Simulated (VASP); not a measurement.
# C (C2/m) in VASP: further runs

C is run at these levels: PBEsol+D4; tasks: single point.

Everything below comes from runs of VASP 6.6.1. Logs are shortened: lines on timing, memory, paths and dates and some standing lists are left out, and cuts for length are marked.

**1. The cell of the first run**

It takes space group C2/m (No. 12, monoclinic). The conventional cell has a = 4.255 Å, b = 2.457 Å, c = 3.765 Å, α = 90.00°, β = 111.49°, γ = 90.00°. C (site symmetry m) has 3 C at 1.42 Å within 1.9 Å.

**2. Single point, PBEsol+D4**

INCAR reads:

```
  PREC = Accurate
  ENCUT = 520
  EDIFF = 1E-6
  ISMEAR = -1
  SIGMA = 0.1
  LREAL = F
  LASPH = T
  NELM = 80
  ALGO = Normal
  ISIF = 2
  LWAVE = F
  LCHARG = T
  GGA = PS
  IVDW = 13
  LELF = T
  LVHAR = T
  NBANDS = 11
```

KPOINTS reads:

```
Automatic mesh
0
Gamma
  14 14 9
```

POSCAR reads:

```
C
1.0
    2.1273200000     -1.2282820000      0.0000000000
    2.1273200000      1.2282820000      0.0000000000
   -1.3790700000      0.0000000000      3.5028300000
C
2
Direct
    0.8333560000      0.8333560000      0.0000930000
    0.1666440000      0.1666440000      0.9999070000
```

Potentials or basis: VASP PAW PBE potentials, release 64 (C).

Started as:

```console
> cat potpaw_PBE.64/C/POTCAR > POTCAR
> mpirun -np 1 vasp_std > vasp.out
```

OUTCAR:

```text
PREC = Accurate
   ENCUT = 520
   EDIFF = 1E-6
   ISMEAR = -1
   LREAL = F
   LASPH = T
   NELM = 80
   ISIF = 2
   GGA = PS
   IVDW = 13

 ion  position               nearest neighbor table
   1  0.833  0.833  0.000-   2 1.42   2 1.42   2 1.42
   2  0.167  0.167  1.000-   1 1.42   1 1.42   1 1.42

  LATTYP: Found a base centered monoclinic cell.
 ALAT       =     4.2546400000
 B/A-ratio  =     0.5773846906
 C/A-ratio  =     0.8848047021
 COS(beta)  =    -0.3663330234

  Lattice vectors:

 A1 = (   2.1273200000,  -1.2282820000,   0.0000000000)
 A2 = (   2.1273200000,   1.2282820000,   0.0000000000)
 A3 = (  -1.3790700000,   0.0000000000,   3.5028300000)

Analysis of symmetry for initial positions (statically):
=====================================================================
 Subroutine PRICEL returns:
 Original cell was already a primitive cell.

 Routine SETGRP: Setting up the symmetry group for a
 base centered monoclinic supercell.

 Subroutine GETGRP returns: Found  4 space group operations
 (whereof  4 operations were pure point group operations)
 out of a pool of  4 trial point group operations.

The static configuration has the point symmetry C_2h.

Analysis of symmetry for dynamics (positions and initial velocities):
=====================================================================
 Subroutine PRICEL returns:
 Original cell was already a primitive cell.

 Routine SETGRP: Setting up the symmetry group for a
 base centered monoclinic supercell.

 Subroutine GETGRP returns: Found  4 space group operations
 (whereof  4 operations were pure point group operations)
 out of a pool of  4 trial point group operations.

The dynamic configuration has the point symmetry C_2h.

 Subroutine INISYM returns: Found  4 space group operations
 (whereof  4 operations are pure point group operations),
 and found     1 'primitive' translations

----------------------------------------------------------------------------------------

                                     Primitive cell

  volume of cell :      18.3054

  direct lattice vectors                    reciprocal lattice vectors
     2.127320000 -1.228282000  0.000000000     0.235037512 -0.407072643  0.092534660
     2.127320000  1.228282000  0.000000000     0.235037512  0.407072643  0.092534660
    -1.379070000  0.000000000  3.502830000     0.000000000  0.000000000  0.285483452

  length of vectors
     2.456454163  2.456454163  3.764525478     0.479075601  0.479075601  0.285483452

  position of ions in fractional coordinates (direct lattice)
     0.833356000  0.833356000  0.000093000
     0.166644000  0.166644000  0.999907000

  ion indices of the primitive-cell ions
   primitive index   ion index
                 1           1
                 2           2

----------------------------------------------------------------------------------------

 KPOINTS: Automatic mesh

Automatic generation of k-mesh.
 Grid dimensions read from file:
 generate k-points for:   14   14    9

 Generating k-lattice:

  Cartesian coordinates                     Fractional coordinates (reciprocal lattice)
     0.016788394 -0.029076617  0.006609619     0.071428571  0.000000000  0.000000000
     0.016788394  0.029076617  0.006609619     0.000000000  0.071428571  0.000000000
     0.000000000  0.000000000  0.031720384     0.000000000  0.000000000  0.111111111

  Length of vectors
     0.034219686  0.034219686  0.031720384

  Shift w.r.t. Gamma in fractional coordinates (k-lattice)
     0.000000000  0.000000000  0.000000000

 Subroutine IBZKPT returns following result:
 ===========================================

 Found    477 irreducible k-points:

 Following reciprocal coordinates:
            Coordinates               Weight
  0.000000  0.000000  0.000000      1.000000
  0.071429  0.000000  0.000000      4.000000
  0.142857  0.000000  0.000000      4.000000
  0.214286  0.000000 -0.000000      4.000000
  0.285714  0.000000  0.000000      4.000000
  0.357143  0.000000 -0.000000      4.000000
[... 16 lines left out ...]
  0.214286  0.142857 -0.000000      4.000000
  0.285714  0.142857  0.000000      4.000000
 [... further k-points ...]
   k-points           NKPTS =    477   k-points in BZ     NKDIM =    477   number of bands    NBANDS=     11
   number of dos      NEDOS =    301   number of ions     NIONS =      2
   total plane-waves  NPLWV =   9072
   dimension x,y,z NGX =    18 NGY =   18 NGZ =   28
   dimension x,y,z NGXF=    36 NGYF=   36 NGZF=   56
   ions per type =               2
   NGX,Y,Z   is equivalent  to a cutoff of  12.18, 12.18, 12.37 a.u.
   NGXF,Y,Z  is equivalent  to a cutoff of  24.36, 24.36, 24.73 a.u.
 SYSTEM =  unknown system
   PREC   = accura    normal or accurate (medium, high low for compatibility)
   ISTART =      0    job   : 0-new  1-cont  2-samecut
   ICHARG =      2    charge: 1-file 2-atom 10-const
   ISPIN  =      1    spin polarized calculation?
   LNONCOLLINEAR =      F non collinear calculations
   LSORBIT =      F    spin-orbit coupling
   LASPH  =      T    aspherical Exc in radial PAW
   ENCUT  =  520.0 eV  38.22 Ry    6.18 a.u.   4.57  4.57  7.00*2*pi/ulx,y,z
   NELM   =     80;   NELMIN=  2; NELMDL= -5     # of ELM steps
   EDIFF  = 0.1E-05   stopping-criterion for ELM
   LREAL  =      F    real-space projection
   EDIFFG = 0.1E-04   stopping-criterion for IOM
   NSW    =      0    number of steps for IOM
   IBRION =     -1    ionic relax: 0-MD 1-quasi-New 2-CG
   NFREE  =      0    steps in history (QN), initial steepest desc. (CG)
   ISIF   =      2    stress and relaxation
   ISYM   =      2    0-nonsym 1-usesym 2-fastsym
   POTIM  = 0.5000    time-step for ionic-motion
   TEBEG  =    0.0;   TEEND  =   0.0 temperature during run
   PSTRESS=    0.0 pullay stress
   NELECT =       8.0000    total number of electrons
   NUPDOWN=      -1.0000    fix difference up-down
   EMIN   =  10.00;   EMAX   =-10.00  energy-range for DOS
   EFERMI =   0.00;   METHOD = LEGACY
   ISMEAR =    -1;   SIGMA  =   0.10  broadening in eV -4-tet -1-fermi 0-gaus
   EFERMI_NEDOS =   21; number of points for ismear=-14 and -15
   IALGO  =     38    algorithm
   IMIX   =      4    mixing-type and parameters
     AMIX     =   0.40;   BMIX     =  1.00
     AMIX_MAG =   1.60;   BMIX_MAG =  1.00
  volume/ion in A,a.u.               =       9.15        61.77
  Fermi-wavevector in a.u.,A,eV,Ry     =   1.242352  2.347706 20.999772  1.543440
  Thomas-Fermi vector in A             =   2.376711
   LORBIT       =      0    0 simple, 1 ext, 2 COOP (PROOUT), +10 PAW based schemes
   GGA     = PS    functional components
   LHFCALC =     F    Hartree Fock is set to
   AEXX    =    0.0000 exact exchange contribution
   IVDW    =    13    specifies the selected vdW correction
   LEPSILON=     F    determine dielectric tensor
   LRPA    =     F    only Hartree local field effects (RPA)
 non-spin polarized calculation
  energy-cutoff  :      520.00
  volume of cell :       18.31
 maximum number of plane-waves:       507
   NGX =  9   NGY =  9   NGZ = 13

 number of electron       8.0000000 magnetization

 Free energy of the ion-electron system (eV)
  ---------------------------------------------------
  ext. energy  EPLUGINS =         0.00000000
  ---------------------------------------------------
  free energy    TOTEN  =       -19.28970505 eV

  energy without entropy =      -19.28941880  energy(sigma->0) =      -19.28956193

 E-fermi :   4.3337     XC(G=0): -10.2648

 val. band max:        3.9511580363   @ k =  -0.2857   0.3571   0.1111
 cond. band min:       4.7639972844   @ k =  -0.3571   0.3571   0.4444
 fundamental gap:      0.8128392481
 Fermi energy:         4.3336510389

 k-point     1 :       0.0000    0.0000    0.0000
  band No.  band energies     occupation
      1     -15.3712      2.00000
      2      -2.5735      2.00000
      3       1.3189      2.00000
      4       1.3223      2.00000
      5       7.9888      0.00000
      6      12.6913      0.00000
      7      12.6938      0.00000
      8      15.8278      0.00000
      9      17.2544      0.00000
     10      26.8049      0.00000
     11      28.3121      0.00000

 k-point     2 :       0.0714    0.0000    0.0000
  band No.  band energies     occupation
      1     -15.2478      2.00000
      2      -2.4427      2.00000
      3       0.8334      2.00000
      4       1.0641      2.00000
      5       8.1626      0.00000
      6      12.7552      0.00000
      7      13.2162      0.00000
      8      15.3953      0.00000
      9      17.4665      0.00000
     10      27.2024      0.00000
     11      27.8188      0.00000

 k-point     3 :       0.1429    0.0000    0.0000
  band No.  band energies     occupation
      1     -14.8786      2.00000
      2      -2.0524      2.00000
      3      -0.4421      2.00000
      4       0.4268      2.00000
      5       8.6835      0.00000
      6      12.7849      0.00000
      7      14.2198      0.00000
      8      14.6394      0.00000
      9      18.1416      0.00000
     10      26.1766      0.00000
     11      28.2402      0.00000

 k-point     4 :       0.2143    0.0000   -0.0000
  band No.  band energies     occupation
      1     -14.2670      2.00000
      2      -2.1621      2.00000
      3      -1.4097      2.00000
      4      -0.3429      2.00000
      5       9.5427      0.00000
      6      12.4989      0.00000
      7      12.6987      0.00000
      8      16.6785      0.00000
      9      19.1675      0.00000
     10      24.2971      0.00000
     11      27.3823      0.00000
[... 239 lines left out ...]
 k-point    22 :       0.1429    0.1429    0.0000
  band No.  band energies     occupation
      1     -14.8661      2.00000
      2      -2.1672      2.00000
      3      -0.4278      2.00000
      4       0.4149      2.00000
      5       8.9492      0.00000
      6      12.7530      0.00000
      7      14.1821      0.00000
      8      14.6391      0.00000
      9      18.1799      0.00000
     10      25.8178      0.00000
     11      28.2389      0.00000

 k-point    23 :       0.2143    0.1429   -0.0000
  band No.  band energies     occupation
      1     -14.4932      2.00000
      2      -1.8284      2.00000
      3      -1.3507      2.00000
      4      -0.2813      2.00000
      5       9.5879      0.00000
      6      13.0255      0.00000
      7      13.2126      0.00000
      8      15.3087      0.00000
      9      19.0854      0.00000
     10      24.2354      0.00000
     11      28.7611      0.00000

 k-point    24 :       0.2857    0.1429    0.0000
  band No.  band energies     occupation
      1     -13.8802      2.00000
      2      -2.5342      2.00000
      3      -1.3689      2.00000
      4      -1.2281      2.00000
      5      10.5469      0.00000
      6      11.7258      0.00000
      7      13.9277      0.00000
      8      15.6838      0.00000
      9      20.6522      0.00000
     10      22.2756      0.00000
     11      28.1234      0.00000

 [... further k-points ...]

------------------------ aborting loop because EDIFF is reached ----------------------------------------

  DFT-D4 for vdW energy calculation

  Edisp (eV):   -0.19539

  FORCE on cell =-STRESS in cart. coord.  units (eV):
  Direction    XX          YY          ZZ          XY          YZ          ZX
  --------------------------------------------------------------------------------------
  -------------------------------------------------------------------------------------
  Total       0.06322     0.05879    -0.15717     0.00000     0.00000    -0.00372
  in kB       5.53313     5.14591   -13.75621     0.00000     0.00000    -0.32535
  external pressure =       -1.03 kB  Pullay stress =        0.00 kB

 VOLUME and BASIS-vectors are now :
 -----------------------------------------------------------------------------
  energy-cutoff  :      520.00
  volume of cell :       18.31
      direct lattice vectors                 reciprocal lattice vectors
     2.127320000 -1.228282000  0.000000000     0.235037512 -0.407072643  0.092534660
     2.127320000  1.228282000  0.000000000     0.235037512  0.407072643  0.092534660
    -1.379070000  0.000000000  3.502830000     0.000000000  0.000000000  0.285483452

 POSITION                                       TOTAL-FORCE (eV/Angst)
 -----------------------------------------------------------------------------------
      3.54550      0.00000      0.00033         0.004233      0.000000     -0.002874
     -0.66993      0.00000      3.50250        -0.004233      0.000000      0.002874
 -----------------------------------------------------------------------------------
    total drift:                                0.000000      0.000000     -0.000000

  FREE ENERGIE OF THE ION-ELECTRON SYSTEM (eV)
  ---------------------------------------------------
  free  energy   TOTEN  =       -19.4850952160 eV

  energy  without entropy=      -19.4848089634  energy(sigma->0) =      -19.48495209
```

Run time: 47 s. Hardware: 1 thread of Intel Xeon 6975P-C (Granite Rapids), shared host; peak memory 0.18 GiB.

What came out:

* Free energy: -19.4851 eV
* Pressure: -0.1 GPa
* Largest force: 0.005 eV/Å
* Band gap on the k mesh: 0.81 eV, indirect (the least direct gap lies 3.3 meV higher)
* Dispersion energy per atom: -0.098 eV

Forces on the atoms (eV/Å):
```
C    0.004  0.000 -0.003
C   -0.004  0.000  0.003
```

Levels at points of the mesh, in eV from the valence-band top:
| k point | band 1 | band 2 | band 3 | band 4 | band 5 | band 6 | band 7 | band 8 | band 9 |
| --- | --- | --- | --- | --- | --- | --- | --- | --- | --- |
| (0.00, 0.00, 0.00) | -19.32 | -6.52 | -2.63 | -2.63 | 4.04 | 8.74 | 8.74 | 11.88 | 13.30 |
| (0.50, 0.00, 0.00) | -13.93 | -12.98 | -6.05 | -1.74 | 2.30 | 7.97 | 11.82 | 12.27 | 18.29 |
| (0.50, 0.50, 0.00) | -13.85 | -12.92 | -6.09 | -2.29 | 1.71 | 7.67 | 13.09 | 14.52 | 19.43 |

Caveat: the PAW data sets were made with another functional, which shifts forces and pressure a little. A k mesh can miss the band edges.

**3. Single point, PBEsol+D4**

INCAR reads:

```
SYSTEM = C
ALGO = Normal ; EDIFF = 1E-6
ENCUT = 520 ; GGA = PS
ISIF = 2 ; ISMEAR = -1
IVDW = 13 ; LASPH = .TRUE.
LCHARG = .FALSE. ; LREAL = .FALSE.
LWAVE = .FALSE. ; NBANDS = 11
NELM = 80 ; PREC = Accurate
SIGMA = 0.1
```

KPOINTS reads:

```
k-points
0
G
  14 14 9
  0 0 0
```

POSCAR is that of step 2.

Potentials or basis: VASP PAW PBE potentials, release 64 (C).

Started as:

```console
> cat potpaw_PBE.64/C/POTCAR > POTCAR
> mpirun -np 1 vasp_std > vasp.out
```

Wall time 48 s (1 thread of Intel Xeon 6975P-C (Granite Rapids), shared host); peak memory 0.18 GiB.

The run converged. Its results:

```
Free energy                : -19.4851 eV
Pressure                   : -0.1 GPa
Largest force              : 0.005 eV/Å
Band gap on the k mesh     : 0.81 eV, indirect (the least direct gap lies 3.3 meV higher)
Dispersion energy per atom : -0.098 eV
```

Forces on the atoms (eV/Å):
```
C    0.004  0.000 -0.003
C   -0.004  0.000  0.003
```

Stress tensor (GPa, compression positive):
```
 0.55  0.00 -0.03
 0.00  0.51  0.00
-0.03  0.00 -1.38
```

Levels at points of the mesh, in eV from the valence-band top:
| k point | band 1 | band 2 | band 3 | band 4 | band 5 | band 6 | band 7 | band 8 | band 9 |
| --- | --- | --- | --- | --- | --- | --- | --- | --- | --- |
| (0.00, 0.00, 0.00) | -19.32 | -6.52 | -2.63 | -2.63 | 4.04 | 8.74 | 8.74 | 11.88 | 13.30 |
| (0.50, 0.00, 0.00) | -13.93 | -12.98 | -6.05 | -1.74 | 2.30 | 7.97 | 11.82 | 12.27 | 18.29 |
| (0.50, 0.50, 0.00) | -13.85 | -12.92 | -6.09 | -2.29 | 1.71 | 7.67 | 13.09 | 14.52 | 19.43 |

Caveat: the PAW data sets were made with another functional, which shifts forces and pressure a little. A k mesh can miss the band edges.
